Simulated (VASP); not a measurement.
# AlN (F-43m) in VASP: a series of runs

AlN is run at these levels: PBE; tasks: single point.

Program: VASP 6.6.1. These are calculated values, not measurements. Logs are shortened: lines on timing, memory, paths and dates and some standing lists are left out, and cuts for length are marked.

### Step 1. The cell of the first run

It takes space group F-43m (No. 216, cubic). Conventional cell: a = 4.277 Å, b = 4.277 Å, c = 4.277 Å, α = 90.00°, β = 90.00°, γ = 90.00°. Within 2.5 Å of Al (site symmetry -43m) lie 4 N at 1.85 Å. Within 2.5 Å of N (site symmetry -43m) lie 4 Al at 1.85 Å.

### Step 2. Single point, PBE

The input, INCAR:

```
ALGO = Normal
EDIFF = 1E-6
ENCUT = 600
GGA = PE
GGA_COMPAT = F
ISIF = 2
ISMEAR = 0
LASPH = T
LCHARG = F
LREAL = F
LWAVE = F
NBANDS = 11
NELM = 120
PREC = Accurate
SIGMA = 0.01
```

The input, KPOINTS:

```
k-points
0
Gamma
  8 8 8
```

The input, POSCAR:

```
AlN
1.0
    0.0000000000      2.1382697714      2.1382697714
    2.1382697714      0.0000000000      2.1382697714
    2.1382697714      2.1382697714      0.0000000000
Al N
1 1
Direct
    0.0000000000      0.0000000000      0.0000000000
    0.7500000000      0.7500000000      0.7500000000
```

Potentials or basis: VASP PAW PBE potentials, release 64 (Al, N).

Launch:

```console
$ cat potpaw_PBE.64/Al/POTCAR potpaw_PBE.64/N/POTCAR > POTCAR
$ mpirun -np 1 vasp_std > vasp.out
```

OUTCAR:

```text
EDIFF = 1E-6
   ENCUT = 600
   GGA = PE
   ISIF = 2
   ISMEAR = 0
   LASPH = T
   LREAL = F
   NELM = 120
   PREC = Accurate

 ion  position               nearest neighbor table
   1  0.000  0.000  0.000-   2 1.85   2 1.85   2 1.85   2 1.85
   2  0.750  0.750  0.750-   1 1.85   1 1.85   1 1.85   1 1.85

  LATTYP: Found a face centered cubic cell.
 ALAT       =     4.2765395428

  Lattice vectors:

 A1 = (   0.0000000000,   2.1382697714,   2.1382697714)
 A2 = (   2.1382697714,   0.0000000000,   2.1382697714)
 A3 = (   2.1382697714,   2.1382697714,   0.0000000000)

Analysis of symmetry for initial positions (statically):
=====================================================================
 Subroutine PRICEL returns:
 Original cell was already a primitive cell.

 Routine SETGRP: Setting up the symmetry group for a
 face centered cubic supercell.

 Subroutine GETGRP returns: Found 24 space group operations
 (whereof 24 operations were pure point group operations)
 out of a pool of 48 trial point group operations.

The static configuration has the point symmetry T_d .

Analysis of symmetry for dynamics (positions and initial velocities):
=====================================================================
 Subroutine PRICEL returns:
 Original cell was already a primitive cell.

 Routine SETGRP: Setting up the symmetry group for a
 face centered cubic supercell.

 Subroutine GETGRP returns: Found 24 space group operations
 (whereof 24 operations were pure point group operations)
 out of a pool of 48 trial point group operations.

The dynamic configuration has the point symmetry T_d .

 Subroutine INISYM returns: Found 24 space group operations
 (whereof 24 operations are pure point group operations),
 and found     1 'primitive' translations

----------------------------------------------------------------------------------------

                                     Primitive cell

  volume of cell :      19.5532

  direct lattice vectors                    reciprocal lattice vectors
     0.000000000  2.138269771  2.138269771    -0.233833919  0.233833919  0.233833919
     2.138269771  0.000000000  2.138269771     0.233833919 -0.233833919  0.233833919
     2.138269771  2.138269771  0.000000000     0.233833919  0.233833919 -0.233833919

  length of vectors
     3.023970111  3.023970111  3.023970111     0.405012228  0.405012228  0.405012228

  position of ions in fractional coordinates (direct lattice)
     0.000000000  0.000000000  0.000000000
     0.750000000  0.750000000  0.750000000

  ion indices of the primitive-cell ions
   primitive index   ion index
                 1           1
                 2           2

----------------------------------------------------------------------------------------

 KPOINTS: k-points

Automatic generation of k-mesh.
 Grid dimensions read from file:
 generate k-points for:    8    8    8

 Generating k-lattice:

  Cartesian coordinates                     Fractional coordinates (reciprocal lattice)
    -0.029229240  0.029229240  0.029229240     0.125000000  0.000000000  0.000000000
     0.029229240 -0.029229240  0.029229240     0.000000000  0.125000000  0.000000000
     0.029229240  0.029229240 -0.029229240     0.000000000  0.000000000  0.125000000

  Length of vectors
     0.050626528  0.050626528  0.050626528

  Shift w.r.t. Gamma in fractional coordinates (k-lattice)
     0.000000000  0.000000000  0.000000000

 Subroutine IBZKPT returns following result:
 ===========================================

 Found     29 irreducible k-points:

 Following reciprocal coordinates:
            Coordinates               Weight
  0.000000  0.000000  0.000000      1.000000
  0.125000  0.000000  0.000000      8.000000
  0.250000  0.000000  0.000000      8.000000
  0.375000  0.000000  0.000000      8.000000
  0.500000  0.000000  0.000000      4.000000
  0.125000  0.125000  0.000000      6.000000
[... 16 lines left out ...]
  0.500000  0.250000  0.125000     48.000000
 -0.375000  0.250000  0.125000     24.000000
 [... further k-points ...]
   k-points           NKPTS =     29   k-points in BZ     NKDIM =     29   number of bands    NBANDS=     11
   number of dos      NEDOS =    301   number of ions     NIONS =      2
   total plane-waves  NPLWV =  13824
   dimension x,y,z NGX =    24 NGY =   24 NGZ =   24
   dimension x,y,z NGXF=    48 NGYF=   48 NGZF=   48
   ions per type =               1   1
   NGX,Y,Z   is equivalent  to a cutoff of  13.19, 13.19, 13.19 a.u.
   NGXF,Y,Z  is equivalent  to a cutoff of  26.39, 26.39, 26.39 a.u.
 SYSTEM =  unknown system
   PREC   = accura    normal or accurate (medium, high low for compatibility)
   ISTART =      0    job   : 0-new  1-cont  2-samecut
   ICHARG =      2    charge: 1-file 2-atom 10-const
   ISPIN  =      1    spin polarized calculation?
   LNONCOLLINEAR =      F non collinear calculations
   LSORBIT =      F    spin-orbit coupling
   LASPH  =      T    aspherical Exc in radial PAW
   ENCUT  =  600.0 eV  44.10 Ry    6.64 a.u.   6.04  6.04  6.04*2*pi/ulx,y,z
   NELM   =    120;   NELMIN=  2; NELMDL= -5     # of ELM steps
   EDIFF  = 0.1E-05   stopping-criterion for ELM
   LREAL  =      F    real-space projection
   EDIFFG = 0.1E-04   stopping-criterion for IOM
   NSW    =      0    number of steps for IOM
   IBRION =     -1    ionic relax: 0-MD 1-quasi-New 2-CG
   NFREE  =      0    steps in history (QN), initial steepest desc. (CG)
   ISIF   =      2    stress and relaxation
   ISYM   =      2    0-nonsym 1-usesym 2-fastsym
   POTIM  = 0.5000    time-step for ionic-motion
   TEBEG  =    0.0;   TEEND  =   0.0 temperature during run
   PSTRESS=    0.0 pullay stress
   NELECT =       8.0000    total number of electrons
   NUPDOWN=      -1.0000    fix difference up-down
   EMIN   =  10.00;   EMAX   =-10.00  energy-range for DOS
   EFERMI =   0.00;   METHOD = LEGACY
   ISMEAR =     0;   SIGMA  =   0.01  broadening in eV -4-tet -1-fermi 0-gaus
   EFERMI_NEDOS =   21; number of points for ismear=-14 and -15
   IALGO  =     38    algorithm
   IMIX   =      4    mixing-type and parameters
     AMIX     =   0.40;   BMIX     =  1.00
     AMIX_MAG =   1.60;   BMIX_MAG =  1.00
  volume/ion in A,a.u.               =       9.78        65.98
  Fermi-wavevector in a.u.,A,eV,Ry     =   1.215343  2.296666 20.096615  1.477060
  Thomas-Fermi vector in A             =   2.350733
   LORBIT       =      0    0 simple, 1 ext, 2 COOP (PROOUT), +10 PAW based schemes
   GGA     = PE    functional components
   LHFCALC =     F    Hartree Fock is set to
   AEXX    =    0.0000 exact exchange contribution
   IVDW    =     0    specifies the selected vdW correction
   LEPSILON=     F    determine dielectric tensor
   LRPA    =     F    only Hartree local field effects (RPA)
 non-spin polarized calculation
 Gauss-broadening in eV      SIGMA  =   0.01
  energy-cutoff  :      600.00
  volume of cell :       19.55
 maximum number of plane-waves:       666
   NGX = 13   NGY = 13   NGZ = 13

 number of electron       7.9999998 magnetization

 Free energy of the ion-electron system (eV)
  ---------------------------------------------------
  ext. energy  EPLUGINS =         0.00000000
  ---------------------------------------------------
  free energy    TOTEN  =       -14.74662585 eV

  energy without entropy =      -14.74662585  energy(sigma->0) =      -14.74662585

 E-fermi :   6.6456     XC(G=0): -11.2139

 val. band max:        6.5849840358   @ k =   0.0000   0.0000   0.0000
 cond. band min:       9.9328014084   @ k =   0.5000   0.5000   0.0000
 fundamental gap:      3.3478173726
 Fermi energy:         6.6456086695

 k-point     1 :       0.0000    0.0000    0.0000
  band No.  band energies     occupation
      1      -8.7735      2.00000
      2       6.5850      2.00000
      3       6.5850      2.00000
      4       6.5850      2.00000
      5      11.3556      0.00000
      6      19.7875      0.00000
      7      19.7875      0.00000
      8      19.7875      0.00000
      9      24.7896      0.00000
     10      24.7896      0.00000
     11      26.3220      0.00000

 k-point     2 :       0.1250    0.0000    0.0000
  band No.  band energies     occupation
      1      -8.5288      2.00000
      2       5.3948      2.00000
      3       6.5056      2.00000
      4       6.5056      2.00000
      5      12.2785      0.00000
      6      19.2062      0.00000
      7      19.9653      0.00000
      8      19.9653      0.00000
      9      23.1936      0.00000
     10      23.1936      0.00000
     11      25.2432      0.00000

 k-point     3 :       0.2500    0.0000    0.0000
  band No.  band energies     occupation
      1      -7.8539      2.00000
      2       3.2287      2.00000
      3       6.3267      2.00000
      4       6.3267      2.00000
      5      13.5961      0.00000
      6      18.1432      0.00000
      7      19.4384      0.00000
      8      19.4384      0.00000
      9      23.4273      0.00000
     10      23.4273      0.00000
     11      24.5033      0.00000

 k-point     4 :       0.3750    0.0000    0.0000
  band No.  band energies     occupation
      1      -6.9893      2.00000
      2       1.2949      2.00000
      3       6.1633      2.00000
      4       6.1633      2.00000
      5      14.3319      0.00000
      6      17.2605      0.00000
      7      18.4999      0.00000
      8      18.4999      0.00000
      9      24.9228      0.00000
     10      25.6228      0.00000
     11      25.6228      0.00000

 k-point     5 :       0.5000    0.0000    0.0000
  band No.  band energies     occupation
      1      -6.5308      2.00000
      2       0.4578      2.00000
      3       6.0997      2.00000
      4       6.0997      2.00000
      5      14.5504      0.00000
      6      16.8905      0.00000
      7      18.1353      0.00000
      8      18.1353      0.00000
      9      25.4432      0.00000
     10      27.5529      0.00000
     11      27.5529      0.00000
[... 211 lines left out ...]
 k-point    21 :       0.5000    0.5000    0.0000
  band No.  band energies     occupation
      1      -5.8344      2.00000
      2       1.4833      2.00000
      3       4.7456      2.00000
      4       4.7456      2.00000
      5       9.9328      0.00000
      6      15.5868      0.00000
      7      21.4354      0.00000
      8      23.1224      0.00000
      9      23.1224      0.00000
     10      31.4303      0.00000
     11      31.5561      0.00000

 k-point    22 :       0.3750    0.2500    0.1250
  band No.  band energies     occupation
      1      -7.3087      2.00000
      2       2.9210      2.00000
      3       5.0499      2.00000
      4       5.9702      2.00000
      5      13.7594      0.00000
      6      17.6058      0.00000
      7      18.0672      0.00000
      8      20.4519      0.00000
      9      21.8865      0.00000
     10      26.4609      0.00000
     11      28.9955      0.00000

 k-point    23 :       0.5000    0.2500    0.1250
  band No.  band energies     occupation
      1      -6.5592      2.00000
      2       1.7808      2.00000
      3       4.4407      2.00000
      4       5.6269      2.00000
      5      13.8797      0.00000
      6      16.7745      0.00000
      7      18.7773      0.00000
      8      20.0247      0.00000
      9      23.3421      0.00000
     10      27.0940      0.00000
     11      29.2348      0.00000

 k-point    24 :      -0.3750    0.2500    0.1250
  band No.  band energies     occupation
      1      -6.1810      2.00000
      2       1.2115      2.00000
      3       4.2868      2.00000
      4       5.4295      2.00000
      5      13.8937      0.00000
      6      16.4085      0.00000
      7      19.3700      0.00000
      8      19.8837      0.00000
      9      24.6086      0.00000
     10      26.0896      0.00000
     11      29.5498      0.00000

 [... further k-points ...]

------------------------ aborting loop because EDIFF is reached ----------------------------------------

  FORCE on cell =-STRESS in cart. coord.  units (eV):
  Direction    XX          YY          ZZ          XY          YZ          ZX
  --------------------------------------------------------------------------------------
  -------------------------------------------------------------------------------------
  Total        2.3982717      2.3982717      2.3982717      0.0000000      0.0000000     -0.0000000
  in kB      196.5130891    196.5130891    196.5130891      0.0000000      0.0000000     -0.0000000
  external PRESSURE =     196.5130891 kB  Pullay stress =       0.0000000 kB

 VOLUME and BASIS-vectors are now :
 -----------------------------------------------------------------------------
  energy-cutoff  :      600.00
  volume of cell :       19.55
      direct lattice vectors                 reciprocal lattice vectors
     0.000000000  2.138269771  2.138269771    -0.233833919  0.233833919  0.233833919
     2.138269771  0.000000000  2.138269771     0.233833919 -0.233833919  0.233833919
     2.138269771  2.138269771  0.000000000     0.233833919  0.233833919 -0.233833919

 POSITION                                       TOTAL-FORCE (eV/Angst)
 -----------------------------------------------------------------------------------
      0.00000      0.00000      0.00000         0.000000      0.000000      0.000000
      3.20740      3.20740      3.20740        -0.000000     -0.000000     -0.000000
 -----------------------------------------------------------------------------------
    total drift:                               -0.000000     -0.000000     -0.000000

  FREE ENERGIE OF THE ION-ELECTRON SYSTEM (eV)
  ---------------------------------------------------
  free  energy   TOTEN  =       -14.7466258513 eV

  energy  without entropy=      -14.7466258513  energy(sigma->0) =      -14.74662585
```

It took 4.4 s on 1 thread of Intel Xeon Platinum 8259CL at 2.50GHz (Skylake/Cascade Lake), shared host; peak memory 0.13 GiB.

Results:

| Quantity | Value |
| --- | --- |
| Free energy | -14.7466 eV |
| Pressure | 19.7 GPa |
| Band gap on the k mesh | 3.35 eV, indirect (least direct gap 4.77 eV) |

A k mesh can miss the band edges.

(Part 1 of 2 ends here.)
